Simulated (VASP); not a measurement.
# GaS (P6_3/mmc) in VASP: a series of runs, part 2 of 2

VASP 6.6.1. Earlier steps stand in the parts before.

## Step 3: Single point, PBE+D2

This run uses another cell than the first one, of 21.57 Å³/atom.

The input, INCAR:

```
SYSTEM = GaS
  ALGO = Normal
  EDIFF = 1E-7
  ENCUT = 520
  ISIF = 2
  ISMEAR = 0
  IVDW = 1
  LASPH = .TRUE.
  LCHARG = .FALSE.
  LREAL = .FALSE.
  LWAVE = .FALSE.
  NELM = 100
  PREC = Accurate
  SIGMA = 0.02
```

The input, KPOINTS:

```
k-points
0
Gamma
  6 6 2
```

The input, POSCAR:

```
GaS
1.0
    3.5850000000      0.0000000000      0.0000000000
   -1.7925000000      3.1047010726      0.0000000000
    0.0000000000      0.0000000000     15.5000000000
Ga S
4 4
Direct
    0.6666666667      0.3333333333      0.8300000000
    0.3333333333      0.6666666667      0.3300000000
    0.6666666667      0.3333333333      0.6700000000
    0.3333333333      0.6666666667      0.1700000000
    0.6666666667      0.3333333333      0.4000000000
    0.3333333333      0.6666666667      0.9000000000
    0.6666666667      0.3333333333      0.1000000000
    0.3333333333      0.6666666667      0.6000000000
```

Potentials or basis: VASP PAW PBE potentials, release 64 (Ga_d, S).

On the command line:

```sh
> cat potpaw_PBE.64/Ga_d/POTCAR potpaw_PBE.64/S/POTCAR > POTCAR
> mpirun -np 1 vasp_std > vasp.out
```

OUTCAR:

```text
SYSTEM = GaS
   EDIFF = 1E-7
   ENCUT = 520
   ISIF = 2
   ISMEAR = 0
   IVDW = 1
   LASPH = .TRUE.
   LREAL = .FALSE.
   NELM = 100
   PREC = Accurate
  IVDW =   1

 Found     14 irreducible k-points:

 Following reciprocal coordinates:
            Coordinates               Weight
  0.000000  0.000000  0.000000      1.000000
  0.166667  0.000000  0.000000      6.000000
  0.333333  0.000000  0.000000      6.000000
  0.500000  0.000000  0.000000      3.000000
  0.166667  0.166667  0.000000      6.000000
  0.333333  0.166667  0.000000     12.000000
   k-points           NKPTS =     14   k-points in BZ     NKDIM =     14   number of bands    NBANDS=     45
   number of dos      NEDOS =    301   number of ions     NIONS =      8
   total plane-waves  NPLWV =  94080
   dimension x,y,z NGX =    28 NGY =   28 NGZ =  120
   dimension x,y,z NGXF=    56 NGYF=   56 NGZF=  240
   ions per type =               4   4
   NGX,Y,Z   is equivalent  to a cutoff of  12.98, 12.98, 12.87 a.u.
   NGXF,Y,Z  is equivalent  to a cutoff of  25.97, 25.97, 25.74 a.u.
 SYSTEM =  GaS
   PREC   = accura    normal or accurate (medium, high low for compatibility)
   ISTART =      0    job   : 0-new  1-cont  2-samecut
   ICHARG =      2    charge: 1-file 2-atom 10-const
   ISPIN  =      1    spin polarized calculation?
   LNONCOLLINEAR =      F non collinear calculations
   LSORBIT =      F    spin-orbit coupling
   LASPH  =      T    aspherical Exc in radial PAW
   ENCUT  =  520.0 eV  38.22 Ry    6.18 a.u.   6.67  6.67 28.82*2*pi/ulx,y,z
   NELM   =    100;   NELMIN=  2; NELMDL= -5     # of ELM steps
   EDIFF  = 0.1E-06   stopping-criterion for ELM
   LREAL  =      F    real-space projection
   EDIFFG = 0.1E-05   stopping-criterion for IOM
   NSW    =      0    number of steps for IOM
   IBRION =     -1    ionic relax: 0-MD 1-quasi-New 2-CG
   NFREE  =      0    steps in history (QN), initial steepest desc. (CG)
   ISIF   =      2    stress and relaxation
   ISYM   =      2    0-nonsym 1-usesym 2-fastsym
   POTIM  = 0.5000    time-step for ionic-motion
   TEBEG  =    0.0;   TEEND  =   0.0 temperature during run

   SCALEE = 1.0000    scale energy and forces
   PSTRESS=    0.0 pullay stress
   NELECT =      76.0000    total number of electrons
   NUPDOWN=      -1.0000    fix difference up-down
   EMIN   =  10.00;   EMAX   =-10.00  energy-range for DOS
[... 21 lines left out ...]
 non-spin polarized calculation
 Gauss-broadening in eV      SIGMA  =   0.02
  energy-cutoff  :      520.00
  volume of cell :      172.52
 maximum number of plane-waves:      4738
 NGX is ok and might be reduce to    28
   NGX = 13   NGY = 13   NGZ = 57

 number of electron      76.0000014 magnetization

 Free energy of the ion-electron system (eV)
  ---------------------------------------------------
  ext. energy  EPLUGINS =         0.00000000
  ---------------------------------------------------
  free energy    TOTEN  =       -33.19693531 eV

  energy without entropy =      -33.19693531  energy(sigma->0) =      -33.19693531

 E-fermi :   4.0839     XC(G=0):  -9.4935

 val. band max:        3.9572791209   @ k =   0.0000   0.0000   0.0000
 cond. band min:       5.5481320187   @ k =   0.5000   0.0000   0.0000
 fundamental gap:      1.5908528978
 Fermi energy:         4.0838612377

 k-point     1 :       0.0000    0.0000    0.0000
  band No.  band energies     occupation
      1     -10.9967      2.00000
      2     -10.9925      2.00000
      3     -10.8765      2.00000
      4     -10.8765      2.00000
      5     -10.8763      2.00000
      6     -10.8763      2.00000
[... 277 lines left out ...]
     44       8.5932      0.00000
     45       8.7717      0.00000

 [... further k-points ...]

------------------------ aborting loop because EDIFF is reached ----------------------------------------

  DFT-D2 method for vdW energy calculation

  Number of pair interactions contributing to vdW energy:  109352

  Edisp (eV):   -2.05667

  FORCE on cell =-STRESS in cart. coord.  units (eV):
  Direction    XX          YY          ZZ          XY          YZ          ZX
  --------------------------------------------------------------------------------------
  -------------------------------------------------------------------------------------
  Total      -0.31903    -0.31903    -1.19944     0.00000     0.00000     0.00000
  in kB      -2.96281    -2.96281   -11.13904     0.00000     0.00000     0.00000
  external pressure =       -5.69 kB  Pullay stress =        0.00 kB

 VOLUME and BASIS-vectors are now :
 -----------------------------------------------------------------------------
  energy-cutoff  :      520.00
  volume of cell :      172.52
      direct lattice vectors                 reciprocal lattice vectors
     3.585000000  0.000000000  0.000000000     0.278940028  0.161046100  0.000000000
    -1.792500000  3.104701073  0.000000000     0.000000000  0.322092200  0.000000000
     0.000000000  0.000000000 15.500000000     0.000000000  0.000000000  0.064516129

 POSITION                                       TOTAL-FORCE (eV/Angst)
 -----------------------------------------------------------------------------------
      1.79250      1.03490     12.86500        -0.000000      0.000000     -0.327260
     -0.00000      2.06980      5.11500         0.000000     -0.000000     -0.327260
      1.79250      1.03490     10.38500        -0.000000      0.000000      0.327260
     -0.00000      2.06980      2.63500         0.000000     -0.000000      0.327260
      1.79250      1.03490      6.20000         0.000000      0.000000      0.031176
     -0.00000      2.06980     13.95000         0.000000     -0.000000      0.031176
      1.79250      1.03490      1.55000         0.000000      0.000000     -0.031176
     -0.00000      2.06980      9.30000         0.000000     -0.000000     -0.031176
 -----------------------------------------------------------------------------------
    total drift:                               -0.000000      0.000000      0.000000

  FREE ENERGIE OF THE ION-ELECTRON SYSTEM (eV)
  ---------------------------------------------------
  free  energy   TOTEN  =       -35.2536017413 eV

  energy  without entropy=      -35.2536017413  energy(sigma->0) =      -35.25360174
```

stdout:

```text
POSCAR found type information on POSCAR GaS
 POSCAR found :  2 types and       8 ions
 scaLAPACK will be used
 LDA part: xc-table for (Slater+PW92), standard interpolation
 POSCAR, INCAR and KPOINTS ok, starting setup
 FFT: planning ... GRIDC
 FFT: planning ... GRID_SOFT
 FFT: planning ... GRID
 WAVECAR not read
 entering main loop
```

Run time: 1.7 min. Hardware: 1 thread of AMD EPYC 9R45 (Zen 5), shared host; peak memory 0.29 GiB.

Results:

| Property | Result |
| --- | --- |
| Free energy | -35.2536 eV |
| Pressure | -0.6 GPa |
| Largest force | 0.327 eV/Å |
| Band gap on the k mesh | 1.59 eV (least direct gap 1.66 eV) |
| Dispersion energy per atom | -0.257 eV |

Forces in eV/Å, atoms in the order of the input:
```
Ga   0.000  0.000 -0.327
Ga   0.000  0.000 -0.327
Ga   0.000  0.000  0.327
Ga   0.000  0.000  0.327
S    0.000  0.000  0.031
S    0.000  0.000  0.031
S    0.000  0.000 -0.031
S    0.000  0.000 -0.031
```

## Step 4: Single point, PBE+TS

This run uses another cell than the first one, of 21.57 Å³/atom.

INCAR, as its differences from that of step 3:

```diff
@@ -6,3 +6,3 @@
   ISMEAR = 0
-  IVDW = 1
+  IVDW = 2
   LASPH = .TRUE.
```

KPOINTS is that of step 3.

POSCAR is that of step 3.

On the command line:

```sh
> cat potpaw_PBE.64/Ga_d/POTCAR potpaw_PBE.64/S/POTCAR > POTCAR
> mpirun -np 1 vasp_std > vasp.out
```

Wall time 1.8 min (1 thread of AMD EPYC 9R45 (Zen 5), shared host); peak memory 0.29 GiB.

It converged, with:

```yaml
Free_energy: -35.2678 eV
Pressure: 0.9 GPa
Largest_force: 0.221 eV/Å
Band_gap_on_the_k_mesh: 1.59 eV (least direct gap 1.66 eV)
Hirshfeld_charges: Ga +0.14; S -0.14 e
Dispersion_energy_per_atom: -0.259 eV
```

Forces on the atoms (eV/Å):
```
Ga   0.000  0.000 -0.221
Ga   0.000  0.000 -0.221
Ga   0.000  0.000  0.221
Ga   0.000  0.000  0.221
S    0.000  0.000 -0.005
S    0.000  0.000 -0.005
S    0.000  0.000  0.005
S    0.000  0.000  0.005
```

Stress tensor (GPa, compression positive):
```
 1.46  0.00  0.00
 0.00  1.46  0.00
 0.00  0.00 -0.26
```

Levels at points of the mesh, in eV from the valence-band top:
```tsv
k point	band 35	band 36	band 37	band 38	band 39	band 40	band 41	band 42
(0.00, 0.00, 0.00)	-1.44	-1.42	-1.42	0.00	1.66	2.36	2.85	3.05
(0.50, 0.00, 0.00)	-2.58	-2.38	-2.18	-1.63	1.59	1.69	2.08	2.37
(0.00, 0.00, 0.50)	-1.45	-1.45	-0.72	-0.72	2.10	2.10	2.93	2.93
(0.50, 0.00, 0.50)	-2.59	-2.59	-1.90	-1.90	1.80	1.80	2.05	2.05
```

## Step 5: Single point, PBE+TS

This run uses another cell than the first one, of 21.57 Å³/atom.

INCAR, as its differences from that of step 4:

```diff
@@ -10,2 +10,3 @@
   LREAL = .FALSE.
+  LVDWSCS = .TRUE.
   LWAVE = .FALSE.
```

KPOINTS is that of step 4.

POSCAR is that of step 4.

On the command line:

```sh
> cat potpaw_PBE.64/Ga_d/POTCAR potpaw_PBE.64/S/POTCAR > POTCAR
> mpirun -np 1 vasp_std > vasp.out
```

Wall time 2.2 min (1 thread of AMD EPYC 9R45 (Zen 5), shared host); peak memory 0.29 GiB.

The run converged. Its results:

| Item | Value |
| --- | --- |
| Free energy | -35.0422 eV |
| Pressure | 0.7 GPa |
| Largest force | 0.345 eV/Å |
| Band gap on the k mesh | 1.59 eV (least direct gap 1.66 eV) |
| Hirshfeld charges | Ga +0.14; S -0.14 e |
| Dispersion energy per atom | -0.231 eV |

Forces on the atoms (eV/Å):
```
Ga   0.000  0.000 -0.345
Ga   0.000  0.000 -0.345
Ga   0.000  0.000  0.345
Ga   0.000  0.000  0.345
S    0.000  0.000  0.084
S    0.000  0.000  0.084
S    0.000  0.000 -0.084
S    0.000  0.000 -0.084
```

Stress tensor (GPa, compression positive):
```
 1.51  0.00  0.00
 0.00  1.51  0.00
 0.00  0.00 -1.04
```

Levels at points of the mesh, in eV from the valence-band top:
```tsv
k point	band 36	band 37	band 38	band 39	band 40	band 41
(0.00, 0.00, 0.00)	-1.42	-1.42	0.00	1.66	2.36	2.85
(0.50, 0.00, 0.00)	-2.38	-2.18	-1.63	1.59	1.69	2.08
(0.00, 0.00, 0.50)	-1.45	-0.72	-0.72	2.10	2.10	2.93
(0.50, 0.00, 0.50)	-2.59	-1.90	-1.90	1.80	1.80	2.05
```

## Step 6: Overview

| task | level | cell | cutoff (eV) | smearing | tolerance level | purpose | passes | further INCAR settings | gap on the mesh (eV) | pressure (GPa) | largest force (eV/Å) |
| --- | --- | --- | --- | --- | --- | --- | --- | --- | --- | --- | --- |
| relaxation of cell and atoms | optB86b-vdW | relaxed from a = 3.524, b = 3.524, c = 15.237 Å, angles 90.0, 90.0, 120.0°, 8 atoms | 430 | gaussian 0.03 eV | screening | cell | 2 | ALGO = Normal; EDIFF = 1e-06 | 1.56 | 0.0 | - |
| single point | PBE+D2 | a = 3.585, b = 3.585, c = 15.500 Å, angles 90.0, 90.0, 120.0°, 8 atoms | 520 | gaussian 0.02 eV | - | - | - | ALGO = Normal; EDIFF = 1e-07 | 1.59 | -0.6 | 0.33 |
| single point | PBE+TS | a = 3.585, b = 3.585, c = 15.500 Å, angles 90.0, 90.0, 120.0°, 8 atoms | 520 | gaussian 0.02 eV | - | - | - | ALGO = Normal; EDIFF = 1e-07 | 1.59 | 0.7 | 0.34 |

Alike in all rows: potentials or basis VASP PAW PBE potentials, release 64 (Ga_d, S); no spin polarisation; k mesh 6 × 6 × 2.

Caveats: the PAW data sets were made with another functional, which shifts forces and pressure a little (at least some runs).

Total energies depend on the potentials used, so only differences within one code and one set of settings carry meaning.

## Step 7: Against experiment

Step 3. A measured gap of GaS is 2.53 eV (indirect; 300 K; quoted in “Vapor-liquid-solid growth of highly-mismatched semiconductor nanowires with high-fidelity van der Waals layer stacking”, 2022, arxiv:2211.03366); the calculated 1.59 eV misses it by -0.94 eV. 2 values of this kind are on record (2.53 to 2.59 eV); this one was drawn at random. Spin-orbit coupling on Ga is left out. The value is that of PBE+D2 on a finite k mesh, which can miss the band edges, without temperature or zero-point motion. Semilocal functionals fall short of measured gaps as a rule.

Step 4. Measured gap of GaS: 2.53 eV (indirect; 300 K; quoted in “Vapor-liquid-solid growth of highly-mismatched semiconductor nanowires with high-fidelity van der Waals layer stacking”, 2022, arxiv:2211.03366). This calculation gives 1.59 eV (-0.94 eV). 2 values of this kind are on record (2.53 to 2.59 eV); this one was drawn at random. Spin-orbit coupling on Ga is left out. The value is that of PBE+TS on a finite k mesh, which can miss the band edges, without temperature or zero-point motion. Semilocal functionals fall short of measured gaps as a rule.

Step 5. A measured gap of GaS is 2.53 eV (indirect; 300 K; quoted in “Vapor-liquid-solid growth of highly-mismatched semiconductor nanowires with high-fidelity van der Waals layer stacking”, 2022, arxiv:2211.03366); the calculated 1.59 eV misses it by -0.94 eV. 2 values of this kind are on record (2.53 to 2.59 eV); this one was drawn at random. Spin-orbit coupling on Ga is left out. The value is that of PBE+TS on a finite k mesh, which can miss the band edges, without temperature or zero-point motion. Semilocal functionals fall short of measured gaps as a rule.
